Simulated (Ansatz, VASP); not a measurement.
Two plane-wave programs on Pd

File POSCAR:

```
Pd
1.0
    0.0000000000      2.6784289448      2.6784289448
    2.6784289448      0.0000000000      2.6784289448
    2.6784289448      2.6784289448      0.0000000000
Pd
2
Direct
   -0.2825000000     -0.0725000000     -0.0725000000
    0.2825000000      0.0725000000      0.0725000000
```

The input INCAR.step1:

```
SYSTEM = Pd
PREC = Accurate ; ENCUT = 550
ISMEAR = -1 ; SIGMA = 0.05
LREAL = .FALSE. ; LASPH = .TRUE.
NELM = 120 ; NBANDS = 17
GGA = PE ; ALGO = Normal
EDIFF = 1E-5 ; LWAVE = .TRUE.
LCHARG = .FALSE. ; GGA_COMPAT = .FALSE.
```

File INCAR.step2:

```
SYSTEM = Pd
PREC = Accurate ; ENCUT = 550
EDIFF = 1E-6 ; ISMEAR = -1
SIGMA = 0.05 ; LREAL = .FALSE.
LASPH = .TRUE. ; NELM = 120
ALGO = Normal ; ISIF = 2
LWAVE = .FALSE. ; LCHARG = .FALSE.
METAGGA = R2SCAN ; LMIXTAU = .TRUE.
NBANDS = 17 ; ISTART = 1
GGA_COMPAT = .FALSE.
```

File KPOINTS:

```
regular mesh
0
G
  10 10 10
  0 0 0
```

Input for Ansatz:

```yaml
crystal:
  lattice:
    - [0.0, 2.6784289448, 2.6784289448]
    - [2.6784289448, 0.0, 2.6784289448]
    - [2.6784289448, 2.6784289448, 0.0]
  atoms:
    - { symbol: Pd, position: [-0.2825, -0.0725, -0.0725] }
    - { symbol: Pd, position: [0.2825, 0.0725, 0.0725] }
kpoints:
  mp_grid: { grid: [10, 10, 10] }
scf:
  occupations: { method: fermi_dirac, width: 0.05 }
hamiltonian:
  xc: r2scan
  pseudopotentials: { kind: paw, source: ansatz }
output:
  forces: true
  stress: true
  eigenvalues: true
```

Change from the starting cell: shortest bond scaled by 0.58, PAW files, source ansatz.

Alike in both runs: task single point; functional r2SCAN; k mesh 10 × 10 × 10; occupations fermi-dirac, width 0.05 eV; no spin polarisation.

```csv
,VASP,Ansatz
version,VASP 6.6.1,Ansatz 0.2.0
potentials or method,"VASP PAW PBE potentials, release 64 (Pd)","PAW with other files of Ansatz's library (source ansatz), scalar-relativistic"
plane-wave cutoff (eV),550,600
valence electrons in the cell,20,36
```

```csv
,VASP,Ansatz,Ansatz less VASP
pressure (GPa),28.8,374.1,+345.35
"traceless stress, the component that is largest in VASP (GPa)",-40.34,-375.95,-335.611
rms of the force components (eV/Å),13.073,116.457,+103.3838
```

VASP's potentials were made for PBE, not for r2SCAN. Atom by atom the forces differ by 103.384 eV/Å (rms over components). The pressures are high and differ by over a tenth, so treat them with care. One of these differences is far larger than is usual between the two programs; its cause wasn't traced. VASP's potentials hold 20 valence electrons a cell and Ansatz's 36, so a difference there can come from the potentials and not from the codes.
